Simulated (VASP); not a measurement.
# Si (Fd-3m) in VASP: dielectric tensor with LDA

Aim: the dielectric tensor of Si with LDA.

Program: VASP 6.6.1. These are calculated values, not measurements. Logs are shortened: lines on timing, memory, paths and dates and some standing lists are left out, and cuts for length are marked.

## (1) The cell of the first run

It takes space group Fd-3m (No. 227, cubic). Conventional cell: a = 5.402 Å, b = 5.402 Å, c = 5.402 Å, α = 90.00°, β = 90.00°, γ = 90.00°. Within 3.1 Å of Si (site symmetry -43m) lie 4 Si at 2.34 Å.

## (2) Dielectric tensor, LDA

INCAR

```
SYSTEM = Si
  PREC = Accurate
  ENCUT = 520
  EDIFF = 1E-8
  ISMEAR = 0
  SIGMA = 0.01
  LREAL = .FALSE.
  LASPH = .TRUE.
  NELM = 100
  ALGO = Normal
  ISIF = 2
  LWAVE = .FALSE.
  LCHARG = .FALSE.
  GGA = CA
  LEPSILON = .TRUE.
```

KPOINTS

```
regular mesh
0
G
  8 8 8
  0 0 0
```

POSCAR

```
Si
1.0
    5.4019924197      0.0000000000      0.0000000000
    0.0000000000      5.4019924197      0.0000000000
    0.0000000000      0.0000000000      5.4019924197
Si
8
Direct
    0.0000000000      0.0000000000      0.0000000000
    0.0000000000      0.5000000000      0.5000000000
    0.5000000000      0.0000000000      0.5000000000
    0.5000000000      0.5000000000      0.0000000000
    0.2500000000      0.2500000000      0.2500000000
    0.2500000000      0.7500000000      0.7500000000
    0.7500000000      0.2500000000      0.7500000000
    0.7500000000      0.7500000000      0.2500000000
```

Potentials or basis: VASP PAW LDA potentials, release 64 (Si).

Launch:

```bash
$ cat potpaw_LDA.64/Si/POTCAR > POTCAR
$ mpirun -np 1 vasp_std > vasp.out
```

OUTCAR:

```text
SYSTEM = Si
   PREC = Accurate
   ENCUT = 520
   EDIFF = 1E-8
   ISMEAR = 0
   LREAL = .FALSE.
   LASPH = .TRUE.
   NELM = 100
   ISIF = 2
   GGA = CA
   LEPSILON = .TRUE.

 ion  position               nearest neighbor table
   1  0.000  0.000  0.000-   5 2.34   6 2.34   7 2.34   8 2.34
   2  0.000  0.500  0.500-   5 2.34   6 2.34   7 2.34   8 2.34
   3  0.500  0.000  0.500-   5 2.34   6 2.34   7 2.34   8 2.34
   4  0.500  0.500  0.000-   5 2.34   6 2.34   7 2.34   8 2.34
   5  0.250  0.250  0.250-   1 2.34   2 2.34   3 2.34   4 2.34
   6  0.250  0.750  0.750-   1 2.34   2 2.34   3 2.34   4 2.34
   7  0.750  0.250  0.750-   1 2.34   2 2.34   3 2.34   4 2.34
   8  0.750  0.750  0.250-   1 2.34   2 2.34   3 2.34   4 2.34

  LATTYP: Found a simple cubic cell.
 ALAT       =     5.4019924197

  Lattice vectors:

 A1 = (   5.4019924197,   0.0000000000,   0.0000000000)
 A2 = (   0.0000000000,   5.4019924197,   0.0000000000)
 A3 = (   0.0000000000,   0.0000000000,   5.4019924197)

Analysis of symmetry for initial positions (statically):
=====================================================================
 Subroutine PRICEL returns following result:

  LATTYP: Found a face centered cubic cell.
 ALAT       =     5.4019924197

  Lattice vectors:

 A1 = (   2.7009962098,  -2.7009962098,   0.0000000000)
 A2 = (   2.7009962098,   0.0000000000,   2.7009962098)
 A3 = (   0.0000000000,  -2.7009962098,   2.7009962099)

   4 primitive cells build up your supercell.

 Routine SETGRP: Setting up the symmetry group for a
 simple cubic supercell.

 Subroutine GETGRP returns: Found 48 space group operations
 (whereof 24 operations were pure point group operations)
 out of a pool of 48 trial point group operations.

The static configuration has the point symmetry T_d .
 The point group associated with its full space group is O_h .

Analysis of symmetry for dynamics (positions and initial velocities):
=====================================================================
 Subroutine PRICEL returns following result:

  LATTYP: Found a face centered cubic cell.
 ALAT       =     5.4019924197

  Lattice vectors:

 A1 = (   2.7009962098,  -2.7009962098,   0.0000000000)
 A2 = (   2.7009962098,   0.0000000000,   2.7009962098)
 A3 = (   0.0000000000,  -2.7009962098,   2.7009962099)

   4 primitive cells build up your supercell.

 Routine SETGRP: Setting up the symmetry group for a
 simple cubic supercell.
[... 765 lines left out ...]
  free  energy   TOTEN  =       -47.6796658420 eV

  energy  without entropy=      -47.6796658420  energy(sigma->0) =      -47.67966584

 HEAD OF MICROSCOPIC STATIC DIELECTRIC TENSOR (INDEPENDENT PARTICLE, excluding Hartree and local field effects)
 ------------------------------------------------------
          14.093349     0.000000     0.000000
          -0.000000    14.093349    -0.000000
           0.000000     0.000000    14.093349
 ------------------------------------------------------

 Free energy of the ion-electron system (eV)
  ---------------------------------------------------
  ---------------------------------------------------
  free energy    TOTEN  =        -5.65374467 eV

  energy without entropy =       -5.65374467

------------------------ aborting loop because EDIFF is reached ----------------------------------------

--------------------------------------- Ionic step        2  -------------------------------------------

------------------------ aborting loop because EDIFF is reached ----------------------------------------

--------------------------------------- Ionic step        3  -------------------------------------------

 Free energy of the ion-electron system (eV)
  ---------------------------------------------------
  ---------------------------------------------------
  free energy    TOTEN  =        -5.65374473 eV

  energy without entropy =       -5.65374473

------------------------ aborting loop because EDIFF is reached ----------------------------------------

 PIEZOELECTRIC TENSOR FIELD DIRECTION 3  (e Angst)
 -----------------------------------------------------------------------------
     0.01170 -0.00000  0.00000           (  0.00001  0.00000  0.00000)
     0.00000  0.01170  0.00000           (  0.00000  0.00001  0.00000)
     0.00000  0.00000 -0.02593           (  0.00000  0.00000 -0.00001)

 PIEZOELECTRIC TENSOR FIELD DIRECTION 3  (C/m^2)
 -----------------------------------------------------------------------------
     0.00119 -0.00000  0.00000
     0.00000  0.00119  0.00000
     0.00000  0.00000 -0.00264

 MACROSCOPIC STATIC DIELECTRIC TENSOR (including local field effects in DFT)
 ------------------------------------------------------
          13.299533    -0.000000    -0.000000
          -0.000000    13.299533    -0.000000
           0.000000    -0.000000    13.299533
 ------------------------------------------------------

 PIEZOELECTRIC TENSOR (including local field effects)  for field in x, y, z        (e  Angst)
          XX          YY          ZZ          XY          YZ          ZX
  --------------------------------------------------------------------------------
  x    -0.00000    -0.00000     0.00000     0.00000    -0.00000     0.00000
  y     0.00000    -0.00000     0.00000     0.00000     0.00000     0.00000
  z    -0.00000     0.00000     0.00000     0.00000     0.00000     0.00000

 PIEZOELECTRIC TENSOR (including local field effects)  for field in x, y, z        (C/m^2)
          XX          YY          ZZ          XY          YZ          ZX
  --------------------------------------------------------------------------------
  x    -0.00000    -0.00000     0.00000     0.00000    -0.00000     0.00000
  y     0.00000    -0.00000     0.00000     0.00000     0.00000     0.00000
  z    -0.00000     0.00000     0.00000     0.00000     0.00000     0.00000

 BORN EFFECTIVE CHARGES (including local field effects) (in |e|, cummulative output)
 ---------------------------------------------------------------------------------
 ion    1
    1    -0.00000    -0.00000    -0.00000
    2     0.00000     0.00000    -0.00000
    3    -0.00000    -0.00000    -0.00000
 ion    2
    1    -0.00000     0.00000     0.00000
    2     0.00000     0.00000    -0.00000
    3    -0.00000    -0.00000    -0.00000
 ion    3
    1     0.00000     0.00000    -0.00000
    2     0.00000    -0.00000     0.00000
    3     0.00000     0.00000    -0.00000
 ion    4
    1    -0.00000     0.00000    -0.00000
    2    -0.00000     0.00000     0.00000
    3     0.00000     0.00000    -0.00000
 ion    5
    1    -0.00000     0.00000     0.00000
    2    -0.00000    -0.00000     0.00000
    3     0.00000     0.00000    -0.00000
 ion    6
    1    -0.00000    -0.00000    -0.00000
    2    -0.00000    -0.00000    -0.00000
    3     0.00000     0.00000    -0.00000
 ion    7
    1    -0.00000    -0.00000    -0.00000
    2    -0.00000     0.00000     0.00000
    3    -0.00000    -0.00000    -0.00000
 ion    8
    1    -0.00000     0.00000    -0.00000
    2     0.00000    -0.00000     0.00000
    3    -0.00000     0.00000    -0.00000
```

It took 9.8 min on 1 thread of AMD EPYC 9R45 (Zen 5), shared host; peak memory 0.58 GiB.

Results:

```yaml
Band_gap_on_the_k_mesh: 0.45 eV
Electronic_dielectric_tensor_diagonal: 13.30
Born_charges_mean_of_the_diagonal: Si +0.00 e
```

Levels at points of the mesh, in eV from the valence-band top:
| k point | band 13 | band 14 | band 15 | band 16 | band 17 | band 18 | band 19 | band 20 |
| --- | --- | --- | --- | --- | --- | --- | --- | --- |
| (0.00, 0.00, 0.00) | -2.89 | 0.00 | 0.00 | 0.00 | 0.57 | 0.57 | 0.57 | 0.57 |
| (0.50, 0.00, 0.00) | -1.92 | -1.92 | -1.92 | -1.92 | 1.03 | 1.03 | 3.03 | 3.03 |
| (0.50, 0.50, 0.00) | -1.34 | -1.34 | -1.34 | -1.34 | 2.38 | 2.38 | 2.38 | 2.38 |
| (0.50, 0.50, 0.50) | -1.21 | -1.21 | -1.21 | -1.21 | 1.49 | 1.49 | 1.49 | 1.49 |

Electronic dielectric tensor:
```
13.30  0.00  0.00
 0.00 13.30  0.00
 0.00  0.00 13.30
```

Born effective charge tensors (e):
atom 1, Si
```
0.00 0.00 0.00
0.00 0.00 0.00
0.00 0.00 0.00
```
atom 2, Si
```
0.00 0.00 0.00
0.00 0.00 0.00
0.00 0.00 0.00
```
atom 3, Si
```
0.00 0.00 0.00
0.00 0.00 0.00
0.00 0.00 0.00
```
atom 4, Si
```
0.00 0.00 0.00
0.00 0.00 0.00
0.00 0.00 0.00
```
atom 5, Si
```
0.00 0.00 0.00
0.00 0.00 0.00
0.00 0.00 0.00
```
atom 6, Si
```
0.00 0.00 0.00
0.00 0.00 0.00
0.00 0.00 0.00
```
atom 7, Si
```
0.00 0.00 0.00
0.00 0.00 0.00
0.00 0.00 0.00
```
atom 8, Si
```
0.00 0.00 0.00
0.00 0.00 0.00
0.00 0.00 0.00
```

Caveat: the gap is small at this level, which inflates the dielectric constant. A k mesh can miss the band edges.
